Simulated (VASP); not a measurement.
# Be in VASP: relaxation of the atoms with PBEsol

Aim: the relaxation of the atoms of Be with PBEsol.

Everything below comes from runs of VASP 6.6.1. Logs are shortened: lines on timing, memory, paths and dates and some standing lists are left out, and cuts for length are marked.

## Step 1: The cell of the first run

The cell holds a slab with vacuum, 10 atoms: a = 2.258 Å, b = 2.258 Å, c = 31.981 Å, α = 90.00°, β = 90.00°, γ = 60.00°.

## Step 2: Relaxation of the atoms, PBEsol

Input file INCAR:

```
  ALGO = Normal
  DIPOL = 0.5 0.5 0.500
  EDIFF = 1E-7
  EDIFFG = -0.01
  ENCUT = 520
  GGA = PS
  IBRION = 2
  IDIPOL = 3
  ISIF = 2
  ISMEAR = 1
  KPAR = 2
  LASPH = T
  LCHARG = F
  LDIPOL = T
  LREAL = F
  LWAVE = F
  NELM = 80
  NSW = 60
  PREC = Accurate
  SIGMA = 0.1
```

Input file KPOINTS:

```
k-points
0
Gamma
  23 23 1
```

Input file POSCAR:

```
Be
1.0
    2.2575068440      0.0000000000      0.0000000000
    1.1287534220      1.9550582760      0.0000000000
    0.0000000000      0.0000000000     31.9805389020
Be
10
Direct
    0.6666666667      0.6666666667      0.2501521323
    0.0000000000      0.0000000000      0.3056738807
    0.6666666667      0.6666666667      0.3611956291
    0.0000000000      0.0000000000      0.4167173774
    0.6666666667      0.6666666667      0.4722391258
    0.0000000000      0.0000000000      0.5277608742
    0.6666666667      0.6666666667      0.5832826226
    0.0000000000      0.0000000000      0.6388043709
    0.6666666667      0.6666666667      0.6943261193
    0.0000000000      0.0000000000      0.7498478677
```

Potentials or basis: VASP PAW PBE potentials, release 64 (Be).

On the command line:

```sh
> cat potpaw_PBE.64/Be/POTCAR > POTCAR
> mpirun -np 2 vasp_std > vasp.out
```

OUTCAR:

```text
EDIFF = 1E-7
   EDIFFG = -0.01
   ENCUT = 520
   GGA = PS
   IBRION = 2
   ISIF = 2
   ISMEAR = 1
   LASPH = T
   LREAL = F
   NELM = 80
   NSW = 60
   PREC = Accurate

 ion  position               nearest neighbor table
   1  0.667  0.667  0.250-   2 2.20   2 2.20   2 2.20
   2  0.000  0.000  0.306-   1 2.20   3 2.20   1 2.20   3 2.20   1 2.20   3 2.20
   3  0.667  0.667  0.361-   4 2.20   4 2.20   4 2.20   2 2.20   2 2.20   2 2.20
   4  0.000  0.000  0.417-   3 2.20   3 2.20   3 2.20   5 2.20   5 2.20   5 2.20
   5  0.667  0.667  0.472-   6 2.20   4 2.20   6 2.20   4 2.20   6 2.20   4 2.20
   6  0.000  0.000  0.528-   5 2.20   7 2.20   5 2.20   7 2.20   5 2.20   7 2.20
   7  0.667  0.667  0.583-   8 2.20   8 2.20   8 2.20   6 2.20   6 2.20   6 2.20
   8  0.000  0.000  0.639-   7 2.20   7 2.20   7 2.20   9 2.20   9 2.20   9 2.20
   9  0.667  0.667  0.694-  10 2.20   8 2.20  10 2.20   8 2.20  10 2.20   8 2.20
  10  0.000  0.000  0.750-   9 2.20   9 2.20   9 2.20

  LATTYP: Found a hexagonal cell.
 ALAT       =     2.2575068439
 C/A-ratio  =    14.1663087261

  Lattice vectors:

 A1 = (  -1.1287534220,  -1.9550582760,   0.0000000000)
 A2 = (   2.2575068440,   0.0000000000,   0.0000000000)
 A3 = (   0.0000000000,   0.0000000000,  31.9805389020)

Analysis of symmetry for initial positions (statically):
=====================================================================
 Subroutine PRICEL returns:
 Original cell was already a primitive cell.

 Routine SETGRP: Setting up the symmetry group for a
 hexagonal supercell.

 Subroutine GETGRP returns: Found 12 space group operations
 (whereof  6 operations were pure point group operations)
 out of a pool of 24 trial point group operations.

The static configuration has the point symmetry C_3v.
 The point group associated with its full space group is D_3d.

Analysis of symmetry for dynamics (positions and initial velocities):
=====================================================================
 Subroutine PRICEL returns:
 Original cell was already a primitive cell.

 Routine SETGRP: Setting up the symmetry group for a
 hexagonal supercell.

 Subroutine GETGRP returns: Found 12 space group operations
 (whereof  6 operations were pure point group operations)
 out of a pool of 24 trial point group operations.

The dynamic configuration has the point symmetry C_3v.
 The point group associated with its full space group is D_3d.

 Subroutine INISYM returns: Found 12 space group operations
 (whereof  6 operations are pure point group operations),
 and found     1 'primitive' translations

----------------------------------------------------------------------------------------

                                     Primitive cell

  volume of cell :     141.1479

  direct lattice vectors                    reciprocal lattice vectors
     2.257506844  0.000000000  0.000000000     0.442966542 -0.255746852  0.000000000
     1.128753422  1.955058276  0.000000000     0.000000000  0.511493704  0.000000000
     0.000000000  0.000000000 31.980538902     0.000000000  0.000000000  0.031269017

  length of vectors
     2.257506844  2.257506844 31.980538902     0.511493704  0.511493704  0.031269017

  position of ions in fractional coordinates (direct lattice)
     0.666666667  0.666666667  0.250152132
     0.000000000  0.000000000  0.305673881
     0.666666667  0.666666667  0.361195629
     0.000000000  0.000000000  0.416717377
     0.666666667  0.666666667  0.472239126
     0.000000000  0.000000000  0.527760874
     0.666666667  0.666666667  0.583282623
     0.000000000  0.000000000  0.638804371
     0.666666667  0.666666667  0.694326119
     0.000000000  0.000000000  0.749847868

  ion indices of the primitive-cell ions
   primitive index   ion index
                 1           1
                 2           2
                 3           3
                 4           4
[... 72 lines left out ...]
   ISPIN  =      1    spin polarized calculation?
   LNONCOLLINEAR =      F non collinear calculations
   LSORBIT =      F    spin-orbit coupling
   LASPH  =      T    aspherical Exc in radial PAW
   ENCUT  =  520.0 eV  38.22 Ry    6.18 a.u.   4.20  4.20 59.46*2*pi/ulx,y,z
   NELM   =     80;   NELMIN=  2; NELMDL= -5     # of ELM steps
   EDIFF  = 0.1E-06   stopping-criterion for ELM
   LREAL  =      F    real-space projection
   EDIFFG = -.1E-01   stopping-criterion for IOM
   NSW    =     60    number of steps for IOM
   IBRION =      2    ionic relax: 0-MD 1-quasi-New 2-CG
   NFREE  =      1    steps in history (QN), initial steepest desc. (CG)
   ISIF   =      2    stress and relaxation
   ISYM   =      2    0-nonsym 1-usesym 2-fastsym
   POTIM  = 0.5000    time-step for ionic-motion
   TEBEG  =    0.0;   TEEND  =   0.0 temperature during run
   PSTRESS=    0.0 pullay stress
   NELECT =      20.0000    total number of electrons
   NUPDOWN=      -1.0000    fix difference up-down
   EMIN   =  10.00;   EMAX   =-10.00  energy-range for DOS
   EFERMI =   0.00;   METHOD = LEGACY
   ISMEAR =     1;   SIGMA  =   0.10  broadening in eV -4-tet -1-fermi 0-gaus
   EFERMI_NEDOS =   21; number of points for ismear=-14 and -15
   IALGO  =     38    algorithm
   IMIX   =      4    mixing-type and parameters
     AMIX     =   0.40;   BMIX     =  1.00
     AMIX_MAG =   1.60;   BMIX_MAG =  1.00
  volume/ion in A,a.u.               =      14.11        95.25
  Fermi-wavevector in a.u.,A,eV,Ry     =   0.853480  1.612843  9.910864  0.728428
  Thomas-Fermi vector in A             =   1.969929
   LORBIT       =      0    0 simple, 1 ext, 2 COOP (PROOUT), +10 PAW based schemes
   GGA     = PS    functional components
   LHFCALC =     F    Hartree Fock is set to
   AEXX    =    0.0000 exact exchange contribution
   IVDW    =     0    specifies the selected vdW correction
   LEPSILON=     F    determine dielectric tensor
   LRPA    =     F    only Hartree local field effects (RPA)
 conjugate gradient relaxation of ions
 non-spin polarized calculation
 Methfessel and Paxton  Order N= 1 SIGMA  =   0.10
  energy-cutoff  :      520.00
  volume of cell :      141.15
 maximum number of plane-waves:      3840
 NGX is ok and might be reduce to    18
   NGX =  9   NGY =  9   NGZ =119

--------------------------------------- Ionic step        1  -------------------------------------------

 number of electron      20.0000000 magnetization

 Free energy of the ion-electron system (eV)
  ---------------------------------------------------
  ext. energy  EPLUGINS =         0.00000000
  ---------------------------------------------------
  free energy    TOTEN  =       -38.89071487 eV

  energy without entropy =      -38.89036460  energy(sigma->0) =      -38.89059812

------------------------ aborting loop because EDIFF is reached ----------------------------------------

  FORCE on cell =-STRESS in cart. coord.  units (eV):
  Direction    XX          YY          ZZ          XY          YZ          ZX
  --------------------------------------------------------------------------------------
  -------------------------------------------------------------------------------------
  Total       -1.5618774     -1.5618774      1.7336136      0.0000000     -0.0000000     -0.0000000
  in kB      -17.7289481    -17.7289481     19.6783337      0.0000000     -0.0000000     -0.0000000
  external PRESSURE =      -5.2598542 kB  Pullay stress =       0.0000000 kB
[... 113 lines left out ...]
  FREE ENERGIE OF THE ION-ELECTRON SYSTEM (eV)
  ---------------------------------------------------
  free  energy   TOTEN  =       -38.8990644149 eV

  energy  without entropy=      -38.8988070435  energy(sigma->0) =      -38.89897862

[... ionic steps 4 to 11 ...]

--------------------------------------- Ionic step       12  -------------------------------------------

 number of electron      20.0000000 magnetization

------------------------ aborting loop because EDIFF is reached ----------------------------------------
[... 39 lines left out ...]
--------------------------------------- Ionic step       13  -------------------------------------------

 number of electron      20.0000000 magnetization

 dipolmoment           0.000000      0.000000     -0.000000 electrons x Angstroem

------------------------ aborting loop because EDIFF is reached ----------------------------------------

  FORCE on cell =-STRESS in cart. coord.  units (eV):
  Direction    XX          YY          ZZ          XY          YZ          ZX
  --------------------------------------------------------------------------------------
  -------------------------------------------------------------------------------------
  Total       -1.7425099     -1.7425099     -0.0724145     -0.0000000     -0.0000000      0.0000000
  in kB      -19.7793169    -19.7793169     -0.8219802     -0.0000000     -0.0000000      0.0000000
  external PRESSURE =     -13.4602046 kB  Pullay stress =       0.0000000 kB
[... 31 lines left out ...]
--------------------------------------- Ionic step       14  -------------------------------------------

 number of electron      20.0000000 magnetization

 dipolmoment           0.000000      0.000000      0.000000 electrons x Angstroem

 Free energy of the ion-electron system (eV)
  ---------------------------------------------------
  ext. energy  EPLUGINS =         0.00000000
  ---------------------------------------------------
  free energy    TOTEN  =       -38.90634886 eV

  energy without entropy =      -38.90532899  energy(sigma->0) =      -38.90600890

 E-fermi :   1.4106     XC(G=0):  -6.5732

 val. band max:        1.3993342928   @ k =  -0.4783   0.2174   0.0000
 cond. band min:       1.4270428663   @ k =   0.3478   0.0870   0.0000
 fundamental gap:      0.0277085735
 Fermi energy:         1.4105552335

 k-point     1 :       0.0000    0.0000    0.0000
  band No.  band energies     occupation
      1      -9.7073      2.00000
      2      -9.3043      2.00000
      3      -8.8125      2.00000
      4      -8.2133      2.00000
      5      -7.4969      2.00000
      6      -6.6513      2.00000
[... 433 lines left out ...]
      3      -8.1538      2.00000
      4      -7.5511      2.00000
      5      -6.8292      2.00000
      6      -5.9755      2.00000
[... 8 lines left out ...]
     15       7.1936      0.00000
     16       7.9177      0.00000

 [... further k-points ...]

------------------------ aborting loop because EDIFF is reached ----------------------------------------

 vacuum level on the upper side and lower side of the slab       (xc-potential included)        -0.040        -0.040

  FORCE on cell =-STRESS in cart. coord.  units (eV):
  Direction    XX          YY          ZZ          XY          YZ          ZX
  --------------------------------------------------------------------------------------
  -------------------------------------------------------------------------------------
  Total       -1.7392619     -1.7392619     -0.0422215      0.0000000      0.0000000     -0.0000000
  in kB      -19.7424478    -19.7424478     -0.4792580      0.0000000      0.0000000     -0.0000000
  external PRESSURE =     -13.3213845 kB  Pullay stress =       0.0000000 kB
[... 25 lines left out ...]
  FREE ENERGIE OF THE ION-ELECTRON SYSTEM (eV)
  ---------------------------------------------------
  free  energy   TOTEN  =       -38.9063488580 eV

  energy  without entropy=      -38.9053289928  energy(sigma->0) =      -38.90600890

 reached required accuracy - stopping structural energy minimisation

 vacuum level on the upper side and lower side of the slab         6.726         6.726
```

Wall time 16 min (2 MPI ranks of Intel Xeon Platinum 8375C at 2.90GHz (Ice Lake), shared host); peak memory 0.31 GiB.

What came out:

- Free energy: -38.9063 eV
- Energy gained by relaxing: 1.6 meV/atom
- Ionic steps: 14
- Largest force after relaxing: 0.009 eV/Å
- Band gap on the k mesh: zero (bands 10 and 11 overlap by 3.46 eV)

Forces on the atoms (eV/Å):
```
Be   0.000  0.000  0.002
Be   0.000  0.000  0.000
Be   0.000  0.000  0.004
Be   0.000  0.000 -0.005
Be   0.000  0.000 -0.009
Be   0.000  0.000  0.009
Be   0.000  0.000  0.005
Be   0.000  0.000 -0.004
Be   0.000  0.000  0.000
Be   0.000  0.000 -0.002
```

The path:
```tsv
step	energy change (eV)	largest force (eV/Å)	pressure (GPa)
1	0.0000	0.2172	-0.53
2	-0.0047	0.1546	-0.60
3	-0.0083	0.1035	-0.74
4	-0.0101	0.0665	-0.79
5	-0.0109	0.0713	-0.85
6	-0.0119	0.0489	-0.90
7	-0.0122	0.0566	-0.95
8	-0.0129	0.0438	-0.99
9	-0.0134	0.0972	-1.08
10	-0.0137	0.0907	-1.11
11	-0.0146	0.0716	-1.18
12	-0.0155	0.0348	-1.32
13	-0.0155	0.0273	-1.35
14	-0.0156	0.0088	-1.33
```

Final structure:
```
CELL_PARAMETERS angstrom
2.25751 0.00000 0.00000
1.12875 1.95506 0.00000
0.00000 0.00000 31.98054
ATOMIC_POSITIONS crystal
Be 0.66667 0.66667 0.24687
Be 0.00000 0.00000 0.30405
Be 0.66667 0.66667 0.36033
Be 0.00000 0.00000 0.41635
Be 0.66667 0.66667 0.47212
Be 0.00000 0.00000 0.52788
Be 0.66667 0.66667 0.58365
Be 0.00000 0.00000 0.63967
Be 0.66667 0.66667 0.69595
Be 0.00000 0.00000 0.75313
```

Caveat: the PAW data sets were made with another functional, which shifts forces and pressure a little.

The gap in the log of VASP goes by the Fermi energy; the results here count the filled bands.